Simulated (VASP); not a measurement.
# HgTe (Coloradoite) (F-43m) in VASP: further runs, part 2 of 2

VASP 6.6.1. Earlier steps stand in the parts before.

## Step 4: Relaxation of cell and atoms, PBEsol+D4

INCAR

```
SYSTEM = HgTe
PREC = Accurate ; ENCUT = 600
EDIFF = 1E-7 ; ISMEAR = -1
SIGMA = 0.05 ; LREAL = .False.
LASPH = .True. ; NELM = 60
ALGO = Normal ; ISIF = 3
LWAVE = .False. ; LCHARG = .False.
GGA = PS ; IVDW = 13
IBRION = 2 ; NSW = 60
EDIFFG = -0.01
```

KPOINTS

```
regular mesh
0
Gamma
  7 7 7
  0 0 0
```

POSCAR

```
HgTe
1.0
    0.0000000000      3.2145000000      3.2145000000
    3.2145000000      0.0000000000      3.2145000000
    3.2145000000      3.2145000000      0.0000000000
Hg Te
1 1
Direct
    0.0000000000      0.0000000000      0.0000000000
    0.7500000000      0.7500000000      0.7500000000
```

Potentials or basis: VASP PAW PBE potentials, release 64 (Hg, Te).

On the command line:

```console
cat potpaw_PBE.64/Hg/POTCAR potpaw_PBE.64/Te/POTCAR > POTCAR
mpirun -np 1 vasp_std > vasp.out
```

OUTCAR:

```text
SYSTEM = HgTe
   PREC = Accurate
   ENCUT = 600
   EDIFF = 1E-7
   ISMEAR = -1
   LREAL = .False.
   LASPH = .True.
   NELM = 60
   ISIF = 3
   GGA = PS
   IVDW = 13
   IBRION = 2
   NSW = 60
   EDIFFG = -0.01

 ion  position               nearest neighbor table
   1  0.000  0.000  0.000-   2 2.78   2 2.78   2 2.78   2 2.78
   2  0.750  0.750  0.750-   1 2.78   1 2.78   1 2.78   1 2.78

  LATTYP: Found a face centered cubic cell.
 ALAT       =     6.4290000000

  Lattice vectors:

 A1 = (   0.0000000000,   3.2145000000,   3.2145000000)
 A2 = (   3.2145000000,   0.0000000000,   3.2145000000)
 A3 = (   3.2145000000,   3.2145000000,   0.0000000000)

Analysis of symmetry for initial positions (statically):
=====================================================================
 Subroutine PRICEL returns:
 Original cell was already a primitive cell.

 Routine SETGRP: Setting up the symmetry group for a
 face centered cubic supercell.

 Subroutine GETGRP returns: Found 24 space group operations
 (whereof 24 operations were pure point group operations)
 out of a pool of 48 trial point group operations.

The static configuration has the point symmetry T_d .

Analysis of symmetry for dynamics (positions and initial velocities):
[... 132 lines left out ...]
   LHFCALC =     F    Hartree Fock is set to
   AEXX    =    0.0000 exact exchange contribution
   IVDW    =    13    specifies the selected vdW correction
   LEPSILON=     F    determine dielectric tensor
   LRPA    =     F    only Hartree local field effects (RPA)
 conjugate gradient relaxation of ions
 non-spin polarized calculation
  energy-cutoff  :      600.00
  volume of cell :       66.43
 maximum number of plane-waves:      2239
   NGX = 19   NGY = 19   NGZ = 19

--------------------------------------- Ionic step        1  -------------------------------------------

 number of electron      18.0000000 magnetization

 Free energy of the ion-electron system (eV)
  ---------------------------------------------------
  ext. energy  EPLUGINS =         0.00000000
  ---------------------------------------------------
  free energy    TOTEN  =        -4.35587756 eV

  energy without entropy =       -4.35519590  energy(sigma->0) =       -4.35553673

------------------------ aborting loop because EDIFF is reached ----------------------------------------

  DFT-D4 for vdW energy calculation

  Edisp (eV):   -0.46624
[... 71 lines left out ...]
--------------------------------------- Ionic step        3  -------------------------------------------

 number of electron      18.0000002 magnetization

 Free energy of the ion-electron system (eV)
  ---------------------------------------------------
  ext. energy  EPLUGINS =         0.00000000
  ---------------------------------------------------
  free energy    TOTEN  =        -4.36698915 eV

  energy without entropy =       -4.36628840  energy(sigma->0) =       -4.36663878

 E-fermi :   2.9767     XC(G=0):  -8.9278

 val. band max:        2.9354868004   @ k =   0.0000   0.0000   0.0000
 cond. band min:       3.5913365919   @ k =   0.4286   0.0000   0.0000
 fundamental gap:      0.6558497915
 Fermi energy:         2.9767430350

 k-point     1 :       0.0000    0.0000    0.0000
  band No.  band energies     occupation
      1      -9.0746      2.00000
      2      -4.4023      2.00000
      3      -4.4023      2.00000
      4      -4.4023      2.00000
      5      -3.8692      2.00000
      6      -3.8692      2.00000
      7       2.1251      2.00000
      8       2.9355      1.39065
      9       2.9355      1.39065
     10       2.9355      1.39065
     11       7.1175      0.00000
     12       7.1175      0.00000
     13       7.1175      0.00000
[... 335 lines left out ...]
  FREE ENERGIE OF THE ION-ELECTRON SYSTEM (eV)
  ---------------------------------------------------
  free  energy   TOTEN  =        -4.8252897604 eV

  energy  without entropy=       -4.8245890101  energy(sigma->0) =       -4.82493939

 reached required accuracy - stopping structural energy minimisation
```

OSZICAR:

```text
N       E                     dE             d eps       ncg     rms          rms(c)
DAV:   1     0.114849488706E+03    0.11485E+03   -0.88795E+03   520   0.135E+03
DAV:   2     0.265367252478E+00   -0.11458E+03   -0.10826E+03   550   0.280E+02
DAV:   3    -0.454796969932E+01   -0.48133E+01   -0.47748E+01   650   0.597E+01
[... 27 lines left out ...]
DAV:   5    -0.436698818241E+01    0.97524E-05   -0.43335E-05   558   0.872E-02    0.331E-02
DAV:   6    -0.436698957788E+01   -0.13955E-05   -0.80327E-06   555   0.290E-02    0.121E-02
DAV:   7    -0.436698902894E+01    0.54894E-06   -0.22611E-06   605   0.204E-02    0.222E-03
DAV:   8    -0.436698914244E+01   -0.11350E-06   -0.23262E-07   565   0.449E-03    0.172E-03
DAV:   9    -0.436698915428E+01   -0.11836E-07   -0.85757E-09   265   0.733E-04
   3 F= -.48252898E+01 E0= -.48249394E+01  d E =-.316868E-02
```

CONTCAR:

```text
HgTe
   1.00000000000000
     0.0000000000000000    3.2339805726932171    3.2339805726932171
     3.2339805726932171    0.0000000000000000    3.2339805726932171
     3.2339805726932171    3.2339805726932171   -0.0000000000000000
  Hg              Te
     1     1
Direct
     0.0000000000000000    0.0000000000000000    0.0000000000000000
     0.7500000000000000    0.7500000000000000    0.7500000000000000

  0.00000000E+00  0.00000000E+00  0.00000000E+00
  0.00000000E+00  0.00000000E+00  0.00000000E+00
```

It took 40 s on 1 thread of Intel Xeon Platinum 8559C (Emerald Rapids), shared host; peak memory 0.21 GiB.

Results:

```
Free energy                            : -4.8253 eV
Relaxed volume                         : 33.82 Å³/atom
Relaxed cell                           : a = 4.574 Å, b = 4.574 Å, c = 4.574 Å, α = 60.00°, β = 60.00°, γ = 60.00°
Space group after relaxing (to 0.05 Å) : F-43m (No. 216)
Energy gained by relaxing              : 1.6 meV/atom
Ionic steps                            : 3
Pressure after relaxing                : 0.0 GPa
Band gap on the k mesh                 : zero (filled and empty bands touch)
Dispersion energy per atom             : -0.229 eV
```

Step by step:
| step | energy change (eV) | largest force (eV/Å) | pressure (GPa) | volume (Å³) |
| --- | --- | --- | --- | --- |
| 1 | 0.0000 | 0.0000 | 0.85 | 66.43 |
| 2 | -0.0027 | 0.0000 | -0.33 | 68.15 |
| 3 | -0.0032 | 0.0000 | 0.00 | 67.65 |

Final structure:
```xyz
2
Lattice="0.0000 3.2340 3.2340 3.2340 0.0000 3.2340 3.2340 3.2340 0.0000" Properties=species:S:1:pos:R:3 pbc="T T T"
Hg    0.0000    0.0000    0.0000
Te    4.8510    4.8510    4.8510
```

Levels at points of the mesh, in eV from the Fermi level:
| k point | band 5 | band 6 | band 7 | band 8 | band 9 | band 10 | band 11 | band 12 | band 13 |
| --- | --- | --- | --- | --- | --- | --- | --- | --- | --- |
| (0.00, 0.00, 0.00) | -6.85 | -6.85 | -0.85 | -0.04 | -0.04 | -0.04 | 4.14 | 4.14 | 4.14 |

Caveat: the PAW data sets were made with another functional, which shifts forces and pressure a little; spin-orbit coupling is left out, which moves the levels of the heavy elements; pairwise dispersion overbinds metals, which lowers pressure and volume. Zero-point motion and thermal expansion aren't in these numbers.

## Step 5: Relaxation of cell and atoms, RPBE+D3(BJ)

INCAR

```
SYSTEM = HgTe
PREC     = Accurate       ! precision mode
ENCUT    = 600            ! plane-wave cutoff, eV
EDIFF    = 1E-7           ! SCF threshold, eV
ISMEAR   = -1             ! smearing method
SIGMA    = 0.05           ! smearing width, eV
LREAL    = .False.        ! projectors in reciprocal space
LASPH    = .True.         ! aspherical terms in the spheres
NELM     = 60             ! most SCF steps
ALGO     = Normal         ! electronic algorithm
ISIF     = 3              ! what is computed and relaxed
LWAVE    = .False.        ! write WAVECAR
LCHARG   = .False.        ! write CHGCAR
GGA      = RP             ! functional
IVDW     = 12             ! dispersion correction
IBRION   = 2              ! ionic algorithm
NSW      = 60             ! ionic steps
EDIFFG   = -0.01          ! ionic threshold
```

KPOINTS is that of step 4.

POSCAR is that of step 4.

On the command line:

```console
cat potpaw_PBE.64/Hg/POTCAR potpaw_PBE.64/Te/POTCAR > POTCAR
mpirun -np 1 vasp_std > vasp.out
```

It took 47 s on 1 thread of Intel Xeon Platinum 8559C (Emerald Rapids), shared host; peak memory 0.22 GiB.

Results (log left out):

* Free energy: -6.0376 eV
* Relaxed volume: 31.36 Å³/atom
* Relaxed cell: a = 4.460 Å, b = 4.460 Å, c = 4.460 Å, α = 60.00°, β = 60.00°, γ = 60.00°
* Space group after relaxing (to 0.05 Å): F-43m (No. 216)
* Energy gained by relaxing: 17.6 meV/atom
* Ionic steps: 3
* Pressure after relaxing: 0.0 GPa
* Band gap on the k mesh: zero (filled and empty bands touch)
* Dispersion energy per atom: -1.723 eV

Step by step:
```
step  energy change (eV)  largest force (eV/Å)  pressure (GPa)  volume (Å³)
   1              0.0000                0.0000           -2.87        66.43
   2             -0.0248                0.0000            1.85        60.87
   3             -0.0352                0.0000            0.00        62.72
```

Final structure:
```yaml
crystal:
  lattice:
    - [0.00000, 3.15354, 3.15354]
    - [3.15354, 0.00000, 3.15354]
    - [3.15354, 3.15354, 0.00000]
  atoms:
    - { symbol: Hg, position: [0.00000, 0.00000, 0.00000] }
    - { symbol: Te, position: [0.75000, 0.75000, 0.75000] }
```

Levels at points of the mesh, in eV from the Fermi level:
```tsv
k point	band 7	band 8	band 9	band 10	band 11	band 12
(0.00, 0.00, 0.00)	-0.48	-0.04	-0.04	-0.04	4.08	4.08
```

Caveat: the PAW data sets were made with another functional, which shifts forces and pressure a little; spin-orbit coupling is left out, which moves the levels of the heavy elements; pairwise dispersion overbinds metals, which lowers pressure and volume.

## Step 6: The runs side by side

```tsv
level	potentials or basis	gap on the mesh (eV)	pressure (GPa)	relaxed volume (Å³/atom)
LDA	VASP PAW LDA potentials, release 64 (Hg, Te)	none	0.0	33.54
PBEsol	VASP PAW PBE potentials, release 64 (Hg, Te)	none	0.0	34.61
PBEsol+D4	VASP PAW PBE potentials, release 64 (Hg, Te)	none	0.0	33.82
RPBE+D3(BJ)	VASP PAW PBE potentials, release 64 (Hg, Te)	none	0.0	31.36
```

Alike in all rows: task relaxation of cell and atoms; no spin polarisation; cell relaxed; k mesh 7 × 7 × 7; cutoff (eV) 600; smearing fermi-dirac 0.05 eV.

Caveats: spin-orbit coupling is left out, which moves the levels of the heavy elements; the PAW data sets were made with another functional, which shifts forces and pressure a little (some runs); pairwise dispersion overbinds metals, which lowers pressure and volume (some runs).

Absolute energies hang on the potentials; compare differences alone.
